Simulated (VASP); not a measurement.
# I (C2/m) in VASP: further runs

Runs on I. Level: PBEsol. Tasks: single point.

Program: VASP 6.6.1. These are calculated values, not measurements. Logs are shortened: lines on timing, memory, paths and dates and some standing lists are left out, and cuts for length are marked.

### Step 1. The cell of the first run

The typed cell holds 1 atom: a = 3.327 Å, b = 3.327 Å, c = 2.969 Å, α = 116.50°, β = 116.50°, γ = 101.86°.

### Step 2. Single point, PBEsol

Contents of INCAR:

```
SYSTEM = I
PREC = Accurate ; ENCUT = 520
EDIFF = 1E-6 ; ISMEAR = -1
SIGMA = 0.05 ; LREAL = .FALSE.
LASPH = .TRUE. ; NELM = 80
ALGO = Normal ; ISIF = 2
LWAVE = .FALSE. ; LCHARG = .FALSE.
GGA = PS ; NBANDS = 10
```

Contents of KPOINTS:

```
Automatic mesh
0
G
  7 7 11
  0 0 0
```

Contents of POSCAR:

```
I
1.0
    2.0609649327     -2.5830899923     -0.3870123674
    2.0609649327      2.5830899923     -0.3870123674
   -1.6790774473      0.0000000000      2.4483475982
I
1
Direct
    0.5000000000      0.5000000000      0.5000000000
```

Potentials or basis: VASP PAW PBE potentials, release 64 (I).

Command:

```
$ cat potpaw_PBE.64/I/POTCAR > POTCAR
$ mpirun -np 1 vasp_std > vasp.out
```

OUTCAR:

```text
SYSTEM = I
   PREC = Accurate
   ENCUT = 520
   EDIFF = 1E-6
   ISMEAR = -1
   LREAL = .FALSE.
   LASPH = .TRUE.
   NELM = 80
   ISIF = 2
   GGA = PS

 ion  position               nearest neighbor table
   1  0.500  0.500  0.500-

  Warning from LATTYP: Got some problem with cell dimensions!
  Tried to take original basis but could not verify dimensions!
  LATTYP: Found a base centered monoclinic cell.
 ALAT       =     4.1928229084
 B/A-ratio  =     1.2321483873
 C/A-ratio  =     0.7063422566
 COS(beta)  =    -0.7061478476

  Lattice vectors:

 A1 = (  -0.3818874854,  -2.5830899923,  -2.0613352308)
 A2 = (  -0.3818874854,   2.5830899923,  -2.0613352308)
 A3 = (   2.4428524181,   0.0000000000,   1.6743228634)

Analysis of symmetry for initial positions (statically):
=====================================================================
 Subroutine PRICEL returns:
 Original cell was already a primitive cell.

 Routine SETGRP: Setting up the symmetry group for a
 base centered monoclinic supercell.

 Subroutine GETGRP returns: Found  4 space group operations
 (whereof  4 operations were pure point group operations)
 out of a pool of  4 trial point group operations.

The static configuration has the point symmetry C_2h.

Analysis of symmetry for dynamics (positions and initial velocities):
=====================================================================
 Subroutine PRICEL returns:
 Original cell was already a primitive cell.

 Routine SETGRP: Setting up the symmetry group for a
 base centered monoclinic supercell.

 Subroutine GETGRP returns: Found  4 space group operations
 (whereof  4 operations were pure point group operations)
 out of a pool of  4 trial point group operations.

The dynamic configuration has the point symmetry C_2h.

 Subroutine INISYM returns: Found  4 space group operations
 (whereof  4 operations are pure point group operations),
 and found     1 'primitive' translations

----------------------------------------------------------------------------------------

                                     Primitive cell

  volume of cell :      22.7112

  direct lattice vectors                    reciprocal lattice vectors
     2.060964933 -2.583089992 -0.387012367     0.278465937 -0.193566620  0.190972015
     2.060964933  2.583089992 -0.387012367     0.278465937  0.193566620  0.190972015
    -1.679077447  0.000000000  2.448347598     0.088034691  0.000000000  0.468812951

  length of vectors
     3.327117211  3.327117211  2.968788816     0.389206405  0.389206405  0.477007013

  position of ions in fractional coordinates (direct lattice)
     0.500000000  0.500000000  0.500000000

  ion indices of the primitive-cell ions
   primitive index   ion index
                 1           1

----------------------------------------------------------------------------------------

 KPOINTS: Automatic mesh

Automatic generation of k-mesh.
 Grid dimensions read from file:
 generate k-points for:    7    7   11

 Generating k-lattice:

  Cartesian coordinates                     Fractional coordinates (reciprocal lattice)
     0.039780848 -0.027652374  0.027281716     0.142857143 -0.000000000  0.000000000
     0.039780848  0.027652374  0.027281716    -0.000000000  0.142857143  0.000000000
     0.008003154  0.000000000  0.042619359    -0.000000000 -0.000000000  0.090909091

  Length of vectors
     0.055600915  0.055600915  0.043364274

  Shift w.r.t. Gamma in fractional coordinates (k-lattice)
     0.000000000  0.000000000  0.000000000

 Subroutine IBZKPT returns following result:
 ===========================================

 Found    156 irreducible k-points:

 Following reciprocal coordinates:
            Coordinates               Weight
  0.000000  0.000000  0.000000      1.000000
  0.142857 -0.000000  0.000000      4.000000
  0.285714 -0.000000  0.000000      4.000000
  0.428571 -0.000000 -0.000000      4.000000
  0.142857  0.142857  0.000000      2.000000
  0.285714  0.142857  0.000000      4.000000
[... 16 lines left out ...]
 -0.142857  0.000000  0.090909      4.000000
  0.142857  0.142857  0.090909      2.000000
 [... further k-points ...]
   k-points           NKPTS =    156   k-points in BZ     NKDIM =    156   number of bands    NBANDS=     10
   number of dos      NEDOS =    301   number of ions     NIONS =      1
   total plane-waves  NPLWV =  18816
   dimension x,y,z NGX =    28 NGY =   28 NGZ =   24
   dimension x,y,z NGXF=    56 NGYF=   56 NGZF=   48
   ions per type =               1
   NGX,Y,Z   is equivalent  to a cutoff of  13.99, 13.99, 13.44 a.u.
   NGXF,Y,Z  is equivalent  to a cutoff of  27.98, 27.98, 26.88 a.u.
 SYSTEM =  I
   PREC   = accura    normal or accurate (medium, high low for compatibility)
   ISTART =      0    job   : 0-new  1-cont  2-samecut
   ICHARG =      2    charge: 1-file 2-atom 10-const
   ISPIN  =      1    spin polarized calculation?
   LNONCOLLINEAR =      F non collinear calculations
   LSORBIT =      F    spin-orbit coupling
   LASPH  =      T    aspherical Exc in radial PAW
   ENCUT  =  520.0 eV  38.22 Ry    6.18 a.u.   6.19  6.19  5.52*2*pi/ulx,y,z
   NELM   =     80;   NELMIN=  2; NELMDL= -5     # of ELM steps
   EDIFF  = 0.1E-05   stopping-criterion for ELM
   LREAL  =      F    real-space projection
   EDIFFG = 0.1E-04   stopping-criterion for IOM
   NSW    =      0    number of steps for IOM
   IBRION =     -1    ionic relax: 0-MD 1-quasi-New 2-CG
   NFREE  =      0    steps in history (QN), initial steepest desc. (CG)
   ISIF   =      2    stress and relaxation
   ISYM   =      2    0-nonsym 1-usesym 2-fastsym
   POTIM  = 0.5000    time-step for ionic-motion
   TEBEG  =    0.0;   TEEND  =   0.0 temperature during run
   PSTRESS=    0.0 pullay stress
   NELECT =       7.0000    total number of electrons
   NUPDOWN=      -1.0000    fix difference up-down
   EMIN   =  10.00;   EMAX   =-10.00  energy-range for DOS
   EFERMI =   0.00;   METHOD = LEGACY
   ISMEAR =    -1;   SIGMA  =   0.05  broadening in eV -4-tet -1-fermi 0-gaus
   EFERMI_NEDOS =   21; number of points for ismear=-14 and -15
   IALGO  =     38    algorithm
   IMIX   =      4    mixing-type and parameters
     AMIX     =   0.40;   BMIX     =  1.00
     AMIX_MAG =   1.60;   BMIX_MAG =  1.00
  volume/ion in A,a.u.               =      22.71       153.26
  Fermi-wavevector in a.u.,A,eV,Ry     =   1.105844  2.089743 16.638452  1.222892
  Thomas-Fermi vector in A             =   2.242337
   LORBIT       =      0    0 simple, 1 ext, 2 COOP (PROOUT), +10 PAW based schemes
   GGA     = PS    functional components
   LHFCALC =     F    Hartree Fock is set to
   AEXX    =    0.0000 exact exchange contribution
   IVDW    =     0    specifies the selected vdW correction
   LEPSILON=     F    determine dielectric tensor
   LRPA    =     F    only Hartree local field effects (RPA)
 non-spin polarized calculation
  energy-cutoff  :      520.00
  volume of cell :       22.71
 maximum number of plane-waves:       626
 NGX is ok and might be reduce to    28
   NGX = 13   NGY = 13   NGZ = 11

 number of electron       7.0000000 magnetization

 Free energy of the ion-electron system (eV)
  ---------------------------------------------------
  ext. energy  EPLUGINS =         0.00000000
  ---------------------------------------------------
  free energy    TOTEN  =        -0.86441696 eV

  energy without entropy =       -0.86106881  energy(sigma->0) =       -0.86274288

 E-fermi :  11.0869     XC(G=0): -11.2694

 val. band max:       11.0799894453   @ k =  -0.1429   0.1429   0.2727
 cond. band min:      11.0871923108   @ k =  -0.4286   0.0000   0.2727
 fundamental gap:      0.0072028656
 Fermi energy:        11.0869320266

 k-point     1 :       0.0000    0.0000    0.0000
  band No.  band energies     occupation
      1      -6.2317      2.00000
      2      12.6288      0.00000
      3      13.4992      0.00000
      4      13.5566      0.00000
      5      19.4565      0.00000
      6      20.6925      0.00000
      7      21.7429      0.00000
      8      21.8146      0.00000
      9      22.0142      0.00000
     10      22.3886      0.00000

 k-point     2 :       0.1429   -0.0000    0.0000
  band No.  band energies     occupation
      1      -5.8066      2.00000
      2      10.6445      1.99971
      3      12.0977      0.00000
      4      13.4847      0.00000
      5      18.8213      0.00000
      6      20.0217      0.00000
      7      21.6495      0.00000
      8      22.3750      0.00000
      9      23.4749      0.00000
     10      24.4484      0.00000

 k-point     3 :       0.2857   -0.0000    0.0000
  band No.  band energies     occupation
      1      -4.5907      2.00000
      2       6.4497      2.00000
      3      10.8646      1.97685
      4      13.5076      0.00000
      5      17.0098      0.00000
      6      19.9141      0.00000
      7      22.9492      0.00000
      8      23.8963      0.00000
      9      24.2448      0.00000
     10      25.1328      0.00000

 k-point     4 :       0.4286   -0.0000   -0.0000
  band No.  band energies     occupation
      1      -3.0013      2.00000
      2       3.1810      2.00000
      3      10.1057      2.00000
      4      13.5831      0.00000
      5      16.1390      0.00000
      6      20.3188      0.00000
      7      21.8489      0.00000
      8      22.0928      0.00000
      9      27.4812      0.00000
     10      27.7716      0.00000

 k-point     5 :       0.1429    0.1429    0.0000
  band No.  band energies     occupation
      1      -4.9581      2.00000
      2       7.7768      2.00000
      3      10.5032      1.99998
      4      14.0443      0.00000
      5      18.6051      0.00000
      6      21.3236      0.00000
      7      21.5306      0.00000
      8      22.8203      0.00000
      9      23.6303      0.00000
     10      23.9193      0.00000

 k-point     6 :       0.2857    0.1429    0.0000
  band No.  band energies     occupation
      1      -3.4741      2.00000
      2       4.5516      2.00000
      3       8.6907      2.00000
      4      13.8910      0.00000
      5      18.6208      0.00000
      6      20.6497      0.00000
      7      22.3281      0.00000
      8      22.9707      0.00000
      9      24.1422      0.00000
     10      24.8334      0.00000
[... 183 lines left out ...]
 k-point    21 :      -0.4286    0.0000    0.0909
  band No.  band energies     occupation
      1      -3.6062      2.00000
      2       4.7146      2.00000
      3       9.9826      2.00000
      4      12.2584      0.00000
      5      16.9526      0.00000
      6      19.9623      0.00000
      7      21.4597      0.00000
      8      24.4104      0.00000
      9      25.8497      0.00000
     10      28.0916      0.00000

 k-point    22 :      -0.2857   -0.0000    0.0909
  band No.  band energies     occupation
      1      -5.1132      2.00000
      2       8.5524      2.00000
      3      10.8793      1.96907
      4      12.3554      0.00000
      5      18.3011      0.00000
      6      20.0599      0.00000
      7      21.7672      0.00000
      8      23.1008      0.00000
      9      24.2252      0.00000
     10      26.6139      0.00000

 k-point    23 :      -0.1429    0.0000    0.0909
  band No.  band energies     occupation
      1      -5.9571      2.00000
      2      11.4871      0.00067
      3      12.4488      0.00000
      4      13.1145      0.00000
      5      19.6109      0.00000
      6      19.9471      0.00000
      7      20.8847      0.00000
      8      22.5187      0.00000
      9      22.7017      0.00000
     10      24.5532      0.00000

 k-point    24 :       0.1429    0.1429    0.0909
  band No.  band energies     occupation
      1      -3.9594      2.00000
      2       5.9535      2.00000
      3       9.1146      2.00000
      4      13.0346      0.00000
      5      18.7919      0.00000
      6      19.8202      0.00000
      7      22.6057      0.00000
      8      22.6593      0.00000
      9      23.3446      0.00000
     10      25.9005      0.00000

 [... further k-points ...]

------------------------ aborting loop because EDIFF is reached ----------------------------------------

  FORCE on cell =-STRESS in cart. coord.  units (eV):
  Direction    XX          YY          ZZ          XY          YZ          ZX
  --------------------------------------------------------------------------------------
  -------------------------------------------------------------------------------------
  Total        4.2588199      4.2593857      4.2586883      0.0000000      0.0000000     -0.0003572
  in kB      300.4410841    300.4810028    300.4318044      0.0000000      0.0000000     -0.0251956
  external PRESSURE =     300.4512971 kB  Pullay stress =       0.0000000 kB

 VOLUME and BASIS-vectors are now :
 -----------------------------------------------------------------------------
  energy-cutoff  :      520.00
  volume of cell :       22.71
      direct lattice vectors                 reciprocal lattice vectors
     2.060964933 -2.583089992 -0.387012367     0.278465937 -0.193566620  0.190972015
     2.060964933  2.583089992 -0.387012367     0.278465937  0.193566620  0.190972015
    -1.679077447  0.000000000  2.448347598     0.088034691  0.000000000  0.468812951

 POSITION                                       TOTAL-FORCE (eV/Angst)
 -----------------------------------------------------------------------------------
      1.22143      0.00000      0.83716         0.000000     -0.000000      0.000000
 -----------------------------------------------------------------------------------
    total drift:                                0.000000      0.000000      0.000000

  FREE ENERGIE OF THE ION-ELECTRON SYSTEM (eV)
  ---------------------------------------------------
  free  energy   TOTEN  =        -0.8644169564 eV

  energy  without entropy=       -0.8610688078  energy(sigma->0) =       -0.86274288
```

Run time: 37 s. Hardware: 1 thread of Intel Xeon 8259CL, shared host; peak memory 0.17 GiB.

Results:

* Free energy: -0.8644 eV
* Pressure: 30.0 GPa
* Band gap on the k mesh: zero (an odd number of electrons rules out a gap without spin polarisation)

Levels at points of the mesh, in eV from the Fermi level:
| k point | band 2 | band 3 | band 4 | band 5 | band 6 | band 7 |
| --- | --- | --- | --- | --- | --- | --- |
| (0.00, 0.00, 0.00) | 1.54 | 2.41 | 2.47 | 8.37 | 9.61 | 10.66 |

Caveat: the cell stands under pressure; the PAW data sets were made with another functional, which shifts forces and pressure a little; spin-orbit coupling is left out, which moves the levels of the heavy elements; an odd number of electrons without spin polarisation forces a metal; a magnetic or distorted state may lie lower.

(Part 1 of 3 ends here.)
